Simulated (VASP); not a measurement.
# InP (I-4m2) in VASP: a series of runs

The runs below take InP through electric field gradients, with PBE.

Program: VASP 6.6.1. These are calculated values, not measurements. Logs are shortened: lines on timing, memory, paths and dates and some standing lists are left out, and cuts for length are marked.

### 1 The cell of the first run

Symmetry: I-4m2, No. 119, tetragonal system. Conventional cell: a = 4.084 Å, b = 4.084 Å, c = 6.037 Å, α = 90.00°, β = 90.00°, γ = 90.00°. In (site symmetry -4m2) has 4 P at 2.54 Å within 3.4 Å. P (site symmetry -4m2) has 4 In at 2.54 Å within 3.4 Å.

### 2 Electric field gradients, PBE (z stretched by +3 % at fixed volume)

File INCAR:

```
SYSTEM = InP
ALGO = Normal ; EDIFF = 1E-8
ENCUT = 520 ; GGA = PE
ISIF = 2 ; ISMEAR = -1
LASPH = .TRUE. ; LCHARG = .FALSE.
LEFG = .TRUE. ; LREAL = .FALSE.
LWAVE = .FALSE. ; NBANDS = 16
NELM = 60 ; PREC = Accurate
SIGMA = 0.05
```

File KPOINTS:

```
k-points
0
G
  12 12 12
  0 0 0
```

File POSCAR:

```
InP
1.0
    0.0000000000      2.8875074498      3.0184150000
    2.8875074498      0.0000000000      3.0184150000
    2.8875074498      2.8875074498      0.0000000000
In P
1 1
Direct
    0.0000000000      0.0000000000      0.0000000000
    0.7500000000      0.7500000000      0.7500000000
```

Potentials or basis: VASP PAW PBE potentials, release 64 (In_d, P).

Run with:

```console
$ cat potpaw_PBE.64/In_d/POTCAR potpaw_PBE.64/P/POTCAR > POTCAR
$ mpirun -np 1 vasp_std > vasp.out
```

OUTCAR:

```text
SYSTEM = InP
   EDIFF = 1E-8
   ENCUT = 520
   GGA = PE
   ISIF = 2
   ISMEAR = -1
   LASPH = .TRUE.
   LREAL = .FALSE.
   NELM = 60
   PREC = Accurate

 ion  position               nearest neighbor table
   1  0.000  0.000  0.000-   2 2.54   2 2.54   2 2.54   2 2.54
   2  0.750  0.750  0.750-   1 2.54   1 2.54   1 2.54   1 2.54

  LATTYP: Found a body centered tetragonal cell.
 ALAT       =     4.0835521970
 C/A-ratio  =     1.4783281097

  Lattice vectors:

 A1 = (  -2.8875074498,   0.0000000000,   3.0184150000)
 A2 = (   2.8875074498,   0.0000000000,   3.0184150000)
 A3 = (   0.0000000000,   2.8875074498,  -3.0184150000)

Analysis of symmetry for initial positions (statically):
=====================================================================
 Subroutine PRICEL returns:
 Original cell was already a primitive cell.

 Routine SETGRP: Setting up the symmetry group for a
 body centered tetragonal supercell.

 Subroutine GETGRP returns: Found  8 space group operations
 (whereof  8 operations were pure point group operations)
 out of a pool of 16 trial point group operations.

The static configuration has the point symmetry D_2d.

Analysis of symmetry for dynamics (positions and initial velocities):
=====================================================================
 Subroutine PRICEL returns:
 Original cell was already a primitive cell.

 Routine SETGRP: Setting up the symmetry group for a
 body centered tetragonal supercell.

 Subroutine GETGRP returns: Found  8 space group operations
 (whereof  8 operations were pure point group operations)
 out of a pool of 16 trial point group operations.

The dynamic configuration has the point symmetry D_2d.

 Subroutine INISYM returns: Found  8 space group operations
 (whereof  8 operations are pure point group operations),
 and found     1 'primitive' translations

----------------------------------------------------------------------------------------

                                     Primitive cell

  volume of cell :      50.3333

  direct lattice vectors                    reciprocal lattice vectors
     0.000000000  2.887507450  3.018415000    -0.173159726  0.173159726  0.165649853
     2.887507450  0.000000000  3.018415000     0.173159726 -0.173159726  0.165649853
     2.887507450  2.887507450  0.000000000     0.173159726  0.173159726 -0.165649853

  length of vectors
     4.177143568  4.177143568  4.083552197     0.295649210  0.295649210  0.295649210

  position of ions in fractional coordinates (direct lattice)
     0.000000000  0.000000000  0.000000000
     0.750000000  0.750000000  0.750000000

  ion indices of the primitive-cell ions
   primitive index   ion index
                 1           1
                 2           2

----------------------------------------------------------------------------------------

 KPOINTS: k-points

Automatic generation of k-mesh.
 Grid dimensions read from file:
 generate k-points for:   12   12   12

 Generating k-lattice:

  Cartesian coordinates                     Fractional coordinates (reciprocal lattice)
    -0.014429977  0.014429977  0.013804154     0.083333333 -0.000000000  0.000000000
     0.014429977 -0.014429977  0.013804154    -0.000000000  0.083333333  0.000000000
     0.014429977  0.014429977 -0.013804154     0.000000000  0.000000000  0.083333333

  Length of vectors
     0.024637434  0.024637434  0.024637434

  Shift w.r.t. Gamma in fractional coordinates (k-lattice)
     0.000000000  0.000000000  0.000000000

 Subroutine IBZKPT returns following result:
 ===========================================

 Found    163 irreducible k-points:

 Following reciprocal coordinates:
            Coordinates               Weight
  0.000000  0.000000  0.000000      1.000000
  0.083333  0.000000  0.000000      8.000000
  0.166667  0.000000  0.000000      8.000000
  0.250000  0.000000  0.000000      8.000000
  0.333333 -0.000000  0.000000      8.000000
  0.416667  0.000000  0.000000      8.000000
[... 16 lines left out ...]
  0.500000  0.166667  0.000000      8.000000
 -0.416667  0.166667  0.000000      8.000000
 [... further k-points ...]
   k-points           NKPTS =    163   k-points in BZ     NKDIM =    163   number of bands    NBANDS=     16
   number of dos      NEDOS =    301   number of ions     NIONS =      2
   total plane-waves  NPLWV =  30720
   dimension x,y,z NGX =    32 NGY =   32 NGZ =   30
   dimension x,y,z NGXF=    64 NGYF=   64 NGZF=   60
   ions per type =               1   1
   NGX,Y,Z   is equivalent  to a cutoff of  12.74, 12.74, 12.21 a.u.
   NGXF,Y,Z  is equivalent  to a cutoff of  25.47, 25.47, 24.43 a.u.
 SYSTEM =  InP
   PREC   = accura    normal or accurate (medium, high low for compatibility)
   ISTART =      0    job   : 0-new  1-cont  2-samecut
   ICHARG =      2    charge: 1-file 2-atom 10-const
   ISPIN  =      1    spin polarized calculation?
   LNONCOLLINEAR =      F non collinear calculations
   LSORBIT =      F    spin-orbit coupling
   LASPH  =      T    aspherical Exc in radial PAW
   ENCUT  =  520.0 eV  38.22 Ry    6.18 a.u.   7.77  7.77  7.59*2*pi/ulx,y,z
   NELM   =     60;   NELMIN=  2; NELMDL= -5     # of ELM steps
   EDIFF  = 0.1E-07   stopping-criterion for ELM
   LREAL  =      F    real-space projection
   EDIFFG = 0.1E-06   stopping-criterion for IOM
   NSW    =      0    number of steps for IOM
   IBRION =     -1    ionic relax: 0-MD 1-quasi-New 2-CG
   NFREE  =      0    steps in history (QN), initial steepest desc. (CG)
   ISIF   =      2    stress and relaxation
   ISYM   =      2    0-nonsym 1-usesym 2-fastsym
   POTIM  = 0.5000    time-step for ionic-motion
   TEBEG  =    0.0;   TEEND  =   0.0 temperature during run
   PSTRESS=    0.0 pullay stress
   NELECT =      18.0000    total number of electrons
   NUPDOWN=      -1.0000    fix difference up-down
   EMIN   =  10.00;   EMAX   =-10.00  energy-range for DOS
   EFERMI =   0.00;   METHOD = LEGACY
   ISMEAR =    -1;   SIGMA  =   0.05  broadening in eV -4-tet -1-fermi 0-gaus
   EFERMI_NEDOS =   21; number of points for ismear=-14 and -15
   IALGO  =     38    algorithm
   IMIX   =      4    mixing-type and parameters
     AMIX     =   0.40;   BMIX     =  1.00
     AMIX_MAG =   1.60;   BMIX_MAG =  1.00
  volume/ion in A,a.u.               =      25.17       169.83
  Fermi-wavevector in a.u.,A,eV,Ry     =   1.162021  2.195901 18.371846  1.350293
  Thomas-Fermi vector in A             =   2.298587
   LORBIT       =      0    0 simple, 1 ext, 2 COOP (PROOUT), +10 PAW based schemes
   GGA     = PE    functional components
   LHFCALC =     F    Hartree Fock is set to
   AEXX    =    0.0000 exact exchange contribution
   IVDW    =     0    specifies the selected vdW correction
   LEPSILON=     F    determine dielectric tensor
   LRPA    =     F    only Hartree local field effects (RPA)
 non-spin polarized calculation
  energy-cutoff  :      520.00
  volume of cell :       50.33
 maximum number of plane-waves:      1379
   NGX = 15   NGY = 15   NGZ = 15

 number of electron      18.0000004 magnetization

 Free energy of the ion-electron system (eV)
  ---------------------------------------------------
  ext. energy  EPLUGINS =         0.00000000
  ---------------------------------------------------
  free energy    TOTEN  =        -8.37414580 eV

  energy without entropy =       -8.37414212  energy(sigma->0) =       -8.37414396

 E-fermi :   5.6141     XC(G=0):  -9.2854

 val. band max:        5.2612161336   @ k =   0.0000   0.0000   0.0000
 cond. band min:       5.8894138054   @ k =   0.0000   0.0000   0.0000
 fundamental gap:      0.6281976718
 Fermi energy:         5.6140648376

 k-point     1 :       0.0000    0.0000    0.0000
  band No.  band energies     occupation
      1      -9.0112      2.00000
      2      -8.9906      2.00000
      3      -8.9906      2.00000
      4      -8.8490      2.00000
      5      -8.8444      2.00000
      6      -6.3245      2.00000
[... 8 lines left out ...]
     15      14.2995      0.00000
     16      14.9846      0.00000

 k-point     2 :       0.0833    0.0000    0.0000
  band No.  band energies     occupation
      1      -9.0129      2.00000
      2      -8.9940      2.00000
      3      -8.9872      2.00000
      4      -8.8493      2.00000
      5      -8.8441      2.00000
      6      -6.2445      2.00000
[... 8 lines left out ...]
     15      14.2574      0.00000
     16      14.5585      0.00000

 k-point     3 :       0.1667    0.0000    0.0000
  band No.  band energies     occupation
      1      -9.0307      2.00000
      2      -8.9902      2.00000
      3      -8.9785      2.00000
      4      -8.8498      2.00000
      5      -8.8424      2.00000
      6      -6.0113      2.00000
[... 8 lines left out ...]
     15      14.0264      0.00000
     16      14.7384      0.00000

 k-point     4 :       0.2500    0.0000    0.0000
  band No.  band energies     occupation
      1      -9.0600      2.00000
      2      -8.9803      2.00000
      3      -8.9679      2.00000
      4      -8.8492      2.00000
      5      -8.8384      2.00000
      6      -5.6477      2.00000
[... 8 lines left out ...]
     15      13.8856      0.00000
     16      14.4286      0.00000

 k-point     5 :       0.3333   -0.0000    0.0000
  band No.  band energies     occupation
      1      -9.0886      2.00000
      2      -8.9716      2.00000
      3      -8.9592      2.00000
      4      -8.8466      2.00000
      5      -8.8323      2.00000
      6      -5.2032      2.00000
[... 8 lines left out ...]
     15      14.2858      0.00000
     16      14.4579      0.00000

 k-point     6 :       0.4167    0.0000    0.0000
  band No.  band energies     occupation
      1      -9.1090      2.00000
      2      -8.9666      2.00000
      3      -8.9542      2.00000
      4      -8.8432      2.00000
      5      -8.8263      2.00000
      6      -4.7868      2.00000
[... 8 lines left out ...]
     15      15.0942      0.00000
     16      15.3287      0.00000
[... 267 lines left out ...]
 k-point    21 :       0.3333    0.1667    0.0000
  band No.  band energies     occupation
      1      -9.1018      2.00000
      2      -8.9540      2.00000
      3      -8.9445      2.00000
      4      -8.8542      2.00000
      5      -8.8364      2.00000
      6      -5.2936      2.00000
[... 8 lines left out ...]
     15      15.2309      0.00000
     16      15.9741      0.00000

 k-point    22 :       0.4167    0.1667    0.0000
  band No.  band energies     occupation
      1      -9.1166      2.00000
      2      -8.9534      2.00000
      3      -8.9379      2.00000
      4      -8.8486      2.00000
      5      -8.8356      2.00000
      6      -4.8628      2.00000
[... 8 lines left out ...]
     15      15.7057      0.00000
     16      15.7428      0.00000

 k-point    23 :       0.5000    0.1667    0.0000
  band No.  band energies     occupation
      1      -9.1246      2.00000
      2      -8.9545      2.00000
      3      -8.9358      2.00000
      4      -8.8408      2.00000
      5      -8.8380      2.00000
      6      -4.5084      2.00000
[... 8 lines left out ...]
     15      15.8207      0.00000
     16      15.9889      0.00000

 k-point    24 :      -0.4167    0.1667    0.0000
  band No.  band energies     occupation
      1      -9.1234      2.00000
      2      -8.9565      2.00000
      3      -8.9375      2.00000
      4      -8.8439      2.00000
      5      -8.8340      2.00000
      6      -4.4302      2.00000
[... 8 lines left out ...]
     15      14.8793      0.00000
     16      15.8458      0.00000

 [... further k-points ...]
[... 5 lines left out ...]
  --------------------------------------------------------------------------------------
  -------------------------------------------------------------------------------------
  Total        1.2193679      1.2193679      0.6123372      0.0000000      0.0000000      0.0000000
  in kB       38.8141577     38.8141577     19.4915348      0.0000000      0.0000000      0.0000000
  external PRESSURE =      32.3732834 kB  Pullay stress =       0.0000000 kB

 VOLUME and BASIS-vectors are now :
 -----------------------------------------------------------------------------
  energy-cutoff  :      520.00
  volume of cell :       50.33
      direct lattice vectors                 reciprocal lattice vectors
     0.000000000  2.887507450  3.018415000    -0.173159726  0.173159726  0.165649853
     2.887507450  0.000000000  3.018415000     0.173159726 -0.173159726  0.165649853
     2.887507450  2.887507450  0.000000000     0.173159726  0.173159726 -0.165649853

 POSITION                                       TOTAL-FORCE (eV/Angst)
 -----------------------------------------------------------------------------------
      0.00000      0.00000      0.00000        -0.000000     -0.000000      0.000000
      4.33126      4.33126      4.52762         0.000000      0.000000      0.000000
 -----------------------------------------------------------------------------------
    total drift:                               -0.000003     -0.000003     -0.000002

  FREE ENERGIE OF THE ION-ELECTRON SYSTEM (eV)
  ---------------------------------------------------
  free  energy   TOTEN  =        -8.3741457997 eV

  energy  without entropy=       -8.3741421172  energy(sigma->0) =       -8.37414396

 Electric field gradients (V/A^2)
---------------------------------------------------------------------
 ion       V_xx      V_yy      V_zz      V_xy      V_xz      V_yz
---------------------------------------------------------------------
   1       7.758     7.758   -15.517    -0.001     0.001     0.001
   2      -2.901    -2.901     5.802     0.000    -0.000    -0.000
---------------------------------------------------------------------

 Electric field gradients after diagonalization (V/A^2)
 (convention: |V_zz| > |V_xx| > |V_yy|)
----------------------------------------------------------------------
 ion       V_xx      V_yy      V_zz     asymmetry (V_yy - V_xx)/ V_zz
----------------------------------------------------------------------
   1       7.759     7.758   -15.517       0.000
   2      -2.901    -2.901     5.802       0.000
----------------------------------------------------------------------

           NMR quadrupolar parameters

 Cq : quadrupolar parameter    Cq=e*Q*V_zz/h
 eta: asymmetry parameters     (V_yy - V_xx)/ V_zz
 Q  : nuclear electric quadrupole moment in mb (millibarn)
----------------------------------------------------------------------
 ion       Cq(MHz)       eta       Q (mb)
----------------------------------------------------------------------
   1      -0.038       0.000       1.000
   2       0.014       0.000       1.000
----------------------------------------------------------------------
```

It used 280 s of CPU time on 1 thread of AMD EPYC 7R13 Processor (Zen 3), with other jobs on the host.

What came out:

```
Free energy            : -8.3741 eV
Pressure               : 3.2 GPa
Band gap on the k mesh : 0.63 eV, direct
```

Stress tensor (GPa, compression positive):
```
3.88 0.00 0.00
0.00 3.88 0.00
0.00 0.00 1.95
```

Electric field gradients, principal values (V/Å²):
```tsv
atom	least	middle	greatest (by size)
1 In	7.758	7.759	-15.517
2 P	-2.901	-2.901	5.802
```

Caveat: without QUAD_EFG the Cq values of the log hold for a quadrupole moment of 1 mb, not for the nuclei; spin-orbit coupling is left out, which moves the levels of the heavy elements.

(Continued in part 2 of 2.)
